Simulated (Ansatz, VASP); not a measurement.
## CdTe: VASP beside Ansatz

File POSCAR:

```
CdTe
1.0
    0.0000000000      3.2799551172      3.2799551172
    3.2799551172      0.0000000000      3.2799551172
    3.2799551172      3.2799551172      0.0000000000
Cd Te
1 1
Direct
    0.0000000000      0.0000000000      0.0000000000
    0.2500000000      0.2500000000      0.2500000000
```

File INCAR.step1:

```
PREC = Accurate
ENCUT = 520
EDIFF = 1E-5
ISMEAR = 0
SIGMA = 0.01
LREAL = False
LASPH = True
NELM = 80
ALGO = Normal
ISIF = 2
LWAVE = True
GGA = PE
NBANDS = 16
```

INCAR.step2

```
PREC = Accurate
ENCUT = 520
EDIFF = 1E-7
ISMEAR = 0
SIGMA = 0.01
LREAL = False
LASPH = True
NELM = 80
ALGO = Normal
ISIF = 2
LWAVE = False
LCHARG = True
GGA = PE
LHFCALC = True
HFSCREEN = 0.2079
PRECFOCK = Normal
LELF = True
LVHAR = True
ISTART = 1
NBANDS = 16
```

File KPOINTS:

```
regular mesh
0
Gamma
  4 4 4
```

Input for Ansatz:

```yaml
crystal:
  lattice:
    - [0.0, 3.2799551172, 3.2799551172]
    - [3.2799551172, 0.0, 3.2799551172]
    - [3.2799551172, 3.2799551172, 0.0]
  atoms:
    - { symbol: Cd, position: [0.0, 0.0, 0.0] }
    - { symbol: Te, position: [0.25, 0.25, 0.25] }
kpoints:
  mp_grid: { grid: [4, 4, 4] }
hamiltonian:
  xc: hse06
scf:
  occupations: { method: fixed }
  n_extra_bands: 4
  exx: { ecutfock_ratio: 4 }
output:
  forces: true
  stress: true
  eigenvalues: true
```

Alike in both runs: task single point; functional HSE06; k mesh 4 × 4 × 4; no spin polarisation.

|  | VASP | Ansatz |
| --- | --- | --- |
| version | VASP 6.6.1 | Ansatz 0.2.0 |
| potentials or method | VASP PAW PBE potentials, release 64 (Cd, Te) | plane waves |
| plane-wave cutoff (eV) | 520 | 420 |
| occupations | gaussian, width 0.01 eV | fixed |
| valence electrons in the cell | 18 | 36 |

VASP gave:

```
gap on the k mesh at the Fermi level (eV) : 1.44
pressure (GPa)                            : 0.2
```

Problem. Estimate Ansatz's values.

Solution. gap on the k mesh at the Fermi level (eV): 1.53; pressure (GPa): 0.2.

VASP's potentials hold 18 valence electrons a cell and Ansatz's 36, so a difference there can come from the potentials and not from the codes. Ansatz's warnings: stress exchange threshold loose, stress scf threshold loose.

Neither program's run includes spin-orbit coupling.
